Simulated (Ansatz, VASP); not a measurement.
## One calculation of Bi, two programs

```
Bi
1.0
     5.70656    0.00000    0.00000
    -2.85328    4.94203    0.00000
     0.00000    0.00000    3.35366
Bi
3
Direct
  0.00000 0.00000 0.00000
  0.33333 0.66667 0.50000
  0.66667 0.33333 0.50000
```

Alike in both runs: task single point; functional r2SCAN; k mesh 7 × 7 × 11; occupations fermi-dirac, width 0.1 eV; no spin polarisation.

|  | VASP | Ansatz |
| --- | --- | --- |
| version | VASP 6.6.1 | Ansatz 0.2.0 |
| potentials or method | VASP PAW PBE potentials, release 64 (Bi_d), cutoff 550 eV | plane waves (500 eV) with PAW, scalar-relativistic |
| valence electrons in the cell | 45 | 45 |

VASP gave:

| Quantity | Value |
| --- | --- |
| pressure (GPa) | 0.1 |
| traceless stress, the component that is largest in VASP (GPa) | 0.67 |

**Question.** Which values does Ansatz return?

**Answer.** Pressure (GPa): 0.2; traceless stress, the component that is largest in VASP (GPa): 0.68.

VASP's potentials were made for PBE, not for r2SCAN.

Neither program's run includes spin-orbit coupling.
